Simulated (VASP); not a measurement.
# Pt (Fm-3m) in VASP: further runs

The runs below take Pt through single point, with r2SCAN.

All numbers are computed with VASP 6.6.1; they aren't measurements. Logs are shortened: lines on timing, memory, paths and dates and some standing lists are left out, and cuts for length are marked.

**1. The cell of the first run**

It takes space group Fm-3m (No. 225, cubic). Conventional cell: a = 3.916 Å, b = 3.916 Å, c = 3.916 Å, α = 90.00°, β = 90.00°, γ = 90.00°. Pt (site symmetry m-3m) has 12 Pt at 2.77 Å within 3.6 Å.

**2. Single point, r2SCAN**

Input file POSCAR:

```
Pt
1.0
    0.0000000000      1.9579000000      1.9579000000
    1.9579000000      0.0000000000      1.9579000000
    1.9579000000      1.9579000000      0.0000000000
Pt
1
Direct
    0.0000000000      0.0000000000      0.0000000000
```

Input file INCAR.step1:

```
SYSTEM = Pt
PREC = Accurate
ENCUT = 520
ISMEAR = 0
SIGMA = 0.15
LREAL = .FALSE.
LASPH = .TRUE.
NELM = 80
NBANDS = 11
GGA = PE
ALGO = Normal
EDIFF = 1E-4
LWAVE = .TRUE.
LCHARG = .FALSE.
```

Input file INCAR.step2:

```
SYSTEM = Pt
PREC = Accurate
ENCUT = 520
EDIFF = 1E-6
ISMEAR = 0
SIGMA = 0.15
LREAL = .FALSE.
LASPH = .TRUE.
NELM = 80
ALGO = Normal
ISIF = 2
LWAVE = .FALSE.
LCHARG = .FALSE.
METAGGA = R2SCAN
LMIXTAU = .TRUE.
NBANDS = 11
ISTART = 1
```

Input file KPOINTS:

```
Automatic mesh
0
G
  20 20 20
  0 0 0
```

Potentials or basis: VASP PAW PBE potentials, release 64 (Pt).

On the command line:

```sh
cat potpaw_PBE.64/Pt/POTCAR > POTCAR
cp INCAR.step1 INCAR
mpirun -np 1 vasp_std > vasp.out
cp INCAR.step2 INCAR
mpirun -np 1 vasp_std > vasp.out
```

OUTCAR:

```text
SYSTEM = Pt
   PREC = Accurate
   ENCUT = 520
   EDIFF = 1E-6
   ISMEAR = 0
   LREAL = .FALSE.
   LASPH = .TRUE.
   NELM = 80
   ISIF = 2
   METAGGA = R2SCAN
   ISTART = 1

 ion  position               nearest neighbor table
   1  0.000  0.000  0.000-

  LATTYP: Found a face centered cubic cell.
 ALAT       =     3.9158000000

  Lattice vectors:

 A1 = (   0.0000000000,   1.9579000000,   1.9579000000)
 A2 = (   1.9579000000,   0.0000000000,   1.9579000000)
 A3 = (   1.9579000000,   1.9579000000,   0.0000000000)

Analysis of symmetry for initial positions (statically):
=====================================================================
 Subroutine PRICEL returns:
 Original cell was already a primitive cell.

 Routine SETGRP: Setting up the symmetry group for a
 face centered cubic supercell.

 Subroutine GETGRP returns: Found 48 space group operations
 (whereof 48 operations were pure point group operations)
 out of a pool of 48 trial point group operations.

The static configuration has the point symmetry O_h .

Analysis of symmetry for dynamics (positions and initial velocities):
=====================================================================
 Subroutine PRICEL returns:
 Original cell was already a primitive cell.

 Routine SETGRP: Setting up the symmetry group for a
 face centered cubic supercell.

 Subroutine GETGRP returns: Found 48 space group operations
 (whereof 48 operations were pure point group operations)
 out of a pool of 48 trial point group operations.

The dynamic configuration has the point symmetry O_h .

 Subroutine INISYM returns: Found 48 space group operations
 (whereof 48 operations are pure point group operations),
 and found     1 'primitive' translations

----------------------------------------------------------------------------------------

                                     Primitive cell

  volume of cell :      15.0107

  direct lattice vectors                    reciprocal lattice vectors
     0.000000000  1.957900000  1.957900000    -0.255375658  0.255375658  0.255375658
     1.957900000  0.000000000  1.957900000     0.255375658 -0.255375658  0.255375658
     1.957900000  1.957900000  0.000000000     0.255375658  0.255375658 -0.255375658

  length of vectors
     2.768888734  2.768888734  2.768888734     0.442323614  0.442323614  0.442323614

  position of ions in fractional coordinates (direct lattice)
     0.000000000  0.000000000  0.000000000

  ion indices of the primitive-cell ions
   primitive index   ion index
                 1           1

[... 77 lines left out ...]
   ISIF   =      2    stress and relaxation
   ISYM   =      2    0-nonsym 1-usesym 2-fastsym
   POTIM  = 0.5000    time-step for ionic-motion
   TEBEG  =    0.0;   TEEND  =   0.0 temperature during run
   PSTRESS=    0.0 pullay stress
   NELECT =      10.0000    total number of electrons
   NUPDOWN=      -1.0000    fix difference up-down
   EMIN   =  10.00;   EMAX   =-10.00  energy-range for DOS
   EFERMI =   0.00;   METHOD = LEGACY
   ISMEAR =     0;   SIGMA  =   0.15  broadening in eV -4-tet -1-fermi 0-gaus
   EFERMI_NEDOS =   21; number of points for ismear=-14 and -15
   IALGO  =     38    algorithm
   IMIX   =      4    mixing-type and parameters
     AMIX     =   0.40;   BMIX     =  1.00
     AMIX_MAG =   1.60;   BMIX_MAG =  1.00
  volume/ion in A,a.u.               =      15.01       101.30
  Fermi-wavevector in a.u.,A,eV,Ry     =   1.429797  2.701924 27.814648  2.044319
  Thomas-Fermi vector in A             =   2.549712
   LORBIT       =      0    0 simple, 1 ext, 2 COOP (PROOUT), +10 PAW based schemes
   METAGGA = R2SCAN    functional components
   LHFCALC =     F    Hartree Fock is set to
   AEXX    =    0.0000 exact exchange contribution
   IVDW    =     0    specifies the selected vdW correction
   LEPSILON=     F    determine dielectric tensor
   LRPA    =     F    only Hartree local field effects (RPA)
 non-spin polarized calculation
 Gauss-broadening in eV      SIGMA  =   0.15
  energy-cutoff  :      520.00
  volume of cell :       15.01
 maximum number of plane-waves:       419
 NGX is ok and might be reduce to    24
   NGX = 11   NGY = 11   NGZ = 11

 number of electron       9.9999999 magnetization

 Free energy of the ion-electron system (eV)
  ---------------------------------------------------
  ext. energy  EPLUGINS =         0.00000000
  ---------------------------------------------------
  free energy    TOTEN  =       -51.50538998 eV

  energy without entropy =      -51.48713246  energy(sigma->0) =      -51.49626122

 E-fermi :  11.1114     XC(G=0): -14.6676

 val. band max:       11.0921479234   @ k =  -0.4000   0.3500   0.0500
 cond. band min:      11.1171057129   @ k =  -0.4500   0.2500   0.0500
 fundamental gap:      0.0249577896
 Fermi energy:        11.1114361713

 k-point     1 :       0.0000    0.0000    0.0000
  band No.  band energies     occupation
      1       0.5545      2.00000
      2       7.1613      2.00000
      3       7.1613      2.00000
      4       7.1613      2.00000
      5       9.3450      2.00000
      6       9.3450      2.00000
      7      26.5736      0.00000
      8      31.7734      0.00000
      9      31.7734      0.00000
     10      31.7734      0.00000
     11      37.6644      0.00000
[... 309 lines left out ...]
 k-point    24 :      -0.3500    0.0500    0.0000
  band No.  band energies     occupation
      1       3.5263      2.00000
      2       7.2101      2.00000
      3       7.2983      2.00000
      4       8.2233      2.00000
      5      10.2762      2.00000
      6      10.9682      1.82327
      7      20.7770      0.00000
      8      27.1442      0.00000
      9      31.6814      0.00000
     10      33.3443      0.00000
     11      37.7689      0.00000

 [... further k-points ...]
[... 5 lines left out ...]
  --------------------------------------------------------------------------------------
  -------------------------------------------------------------------------------------
  Total        0.5802932      0.5802932      0.5802932      0.0000000     -0.0000000     -0.0000000
  in kB       61.9379137     61.9379137     61.9379137      0.0000000     -0.0000000     -0.0000000
  external PRESSURE =      61.9379137 kB  Pullay stress =       0.0000000 kB

 VOLUME and BASIS-vectors are now :
 -----------------------------------------------------------------------------
  energy-cutoff  :      520.00
  volume of cell :       15.01
      direct lattice vectors                 reciprocal lattice vectors
     0.000000000  1.957900000  1.957900000    -0.255375658  0.255375658  0.255375658
     1.957900000  0.000000000  1.957900000     0.255375658 -0.255375658  0.255375658
     1.957900000  1.957900000  0.000000000     0.255375658  0.255375658 -0.255375658

 POSITION                                       TOTAL-FORCE (eV/Angst)
 -----------------------------------------------------------------------------------
      0.00000      0.00000      0.00000        -0.000000     -0.000000     -0.000000
 -----------------------------------------------------------------------------------
    total drift:                               -0.000000     -0.000000     -0.000000

  FREE ENERGIE OF THE ION-ELECTRON SYSTEM (eV)
  ---------------------------------------------------
  free  energy   TOTEN  =       -51.5053899792 eV

  energy  without entropy=      -51.4871324642  energy(sigma->0) =      -51.49626122
```

OUTCAR.step1:

```text
SYSTEM = Pt
   PREC = Accurate
   ENCUT = 520
   ISMEAR = 0
   LREAL = .FALSE.
   LASPH = .TRUE.
   NELM = 80
[... 555 lines left out ...]
 -----------------------------------------------------------------------------------
      0.00000      0.00000      0.00000         0.000000      0.000000      0.000000
 -----------------------------------------------------------------------------------
    total drift:                                0.000000     -0.000000     -0.000000

  FREE ENERGIE OF THE ION-ELECTRON SYSTEM (eV)
  ---------------------------------------------------
  free  energy   TOTEN  =        -6.0890959869 eV

  energy  without entropy=       -6.0696317861  energy(sigma->0) =       -6.07936389
```

It took 97 s on 1 thread of Intel Xeon Platinum 8259CL at 2.50GHz (Skylake/Cascade Lake), shared host; peak memory 0.18 GiB.

Results:

- Free energy: -51.5054 eV
- Pressure: 6.2 GPa
- Band gap on the k mesh: zero (band 5 reaches 11.64 eV, above the bottom of band 6 at 9.23 eV)

Levels at points of the mesh, in eV from the Fermi level:
| k point | band 1 | band 2 | band 3 | band 4 | band 5 | band 6 | band 7 | band 8 | band 9 | band 10 |
| --- | --- | --- | --- | --- | --- | --- | --- | --- | --- | --- |
| (0.00, 0.00, 0.00) | -10.56 | -3.95 | -3.95 | -3.95 | -1.77 | -1.77 | 15.46 | 20.66 | 20.66 | 20.66 |
| (0.50, 0.00, 0.00) | -7.63 | -4.05 | -4.05 | -0.33 | 0.02 | 0.02 | 6.19 | 15.11 | 19.99 | 19.99 |
| (0.50, 0.50, 0.00) | -7.36 | -6.92 | -0.06 | 0.53 | 0.53 | 1.93 | 9.40 | 12.04 | 12.04 | 21.35 |

Caveat: the PAW data sets were made with another functional, which shifts forces and pressure a little; spin-orbit coupling is left out, which moves the levels of the heavy elements.

**3. Single point, r2SCAN**

POSCAR is that of step 2.

INCAR.step1, as its differences from that of step 2:

```diff
@@ -7,3 +7,3 @@
 LASPH = .TRUE.
-NELM = 80
+NELM = 100
 NBANDS = 11
```

INCAR.step2, as its differences from that of step 2:

```diff
@@ -3,3 +3,3 @@
 ENCUT = 520
-EDIFF = 1E-6
+EDIFF = 1E-7
 ISMEAR = 0
@@ -8,3 +8,3 @@
 LASPH = .TRUE.
-NELM = 80
+NELM = 100
 ALGO = Normal
```

Input file KPOINTS:

```
regular mesh
0
G
  24 24 24
  0 0 0
```

Potentials or basis: VASP PAW PBE potentials, release 64 (Pt).

On the command line:

```sh
cat potpaw_PBE.64/Pt/POTCAR > POTCAR
cp INCAR.step1 INCAR
mpirun -np 1 vasp_std > vasp.out
cp INCAR.step2 INCAR
mpirun -np 1 vasp_std > vasp.out
```

Wall time 2.8 min (1 thread of Intel Xeon Platinum 8259CL at 2.50GHz (Skylake/Cascade Lake), shared host); peak memory 0.2 GiB.

It converged, with:

| Property | Result |
| --- | --- |
| Free energy | -51.5050 eV |
| Pressure | 6.2 GPa |
| Band gap on the k mesh | zero (band 5 reaches 11.64 eV, above the bottom of band 6 at 9.24 eV) |

Levels at points of the mesh, in eV from the Fermi level:
| k point | band 1 | band 2 | band 3 | band 4 | band 5 | band 6 | band 7 | band 8 | band 9 | band 10 |
| --- | --- | --- | --- | --- | --- | --- | --- | --- | --- | --- |
| (0.00, 0.00, 0.00) | -10.54 | -3.94 | -3.94 | -3.94 | -1.75 | -1.75 | 15.48 | 20.68 | 20.68 | 20.68 |
| (0.50, 0.00, 0.00) | -7.62 | -4.04 | -4.04 | -0.31 | 0.04 | 0.04 | 6.21 | 15.13 | 20.01 | 20.01 |
| (0.50, 0.50, 0.00) | -7.34 | -6.91 | -0.05 | 0.54 | 0.54 | 1.95 | 9.41 | 12.05 | 12.05 | 21.36 |

Caveat: the PAW data sets were made with another functional, which shifts forces and pressure a little; spin-orbit coupling is left out, which moves the levels of the heavy elements.
